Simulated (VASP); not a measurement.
## Pd: single point with RPBE

Pd:

```
CELL_PARAMETERS angstrom
0.00000 1.97211 1.97211
1.97211 0.00000 1.97211
1.97211 1.97211 0.00000
ATOMIC_POSITIONS crystal
Pd 0.00000 0.00000 0.00000
```

```json
{
  "Program": "VASP 6.6.1",
  "Task": "single point",
  "Functional": "RPBE",
  "Potentials or basis": "VASP PAW PBE potentials, release 64 (Pd)",
  "Cutoff": "520 eV",
  "k mesh": "12 × 12 × 12",
  "Occupations": "fermi-dirac, width 0.05 eV",
  "Spin": "no spin polarisation",
  "Dipole correction": "no",
  "Further INCAR settings": "ALGO = Normal; EDIFF = 1e-07; NBANDS = 11"
}
```

The pressure is 4.0 GPa. The band gap on the k mesh is zero (band 5 reaches 9.49 eV, above the bottom of band 6 at 8.02 eV).

Levels at points of the mesh, in eV from the Fermi level:
```
           k point  band 1  band 2  band 3  band 4  band 5  band 6  band 7  band 8  band 9  band 10
(0.00, 0.00, 0.00)   -6.76   -2.63   -2.63   -2.63   -1.13   -1.13   17.20   21.78   21.78    21.78
(0.50, 0.00, 0.00)   -4.95   -2.68   -2.68   -0.01   -0.01    1.17    7.08   16.55   20.81    20.81
(0.50, 0.50, 0.00)   -5.03   -4.76   -0.04    0.28    0.28    3.43   10.43   13.08   13.08    21.07
```

It took 9.2 s on 1 thread of Intel(R) Xeon(R) Platinum 8488C (Sapphire Rapids), on a shared host, peak memory 0.14 GiB.

Caveat: the PAW data sets were made with another functional, which shifts forces and pressure a little.
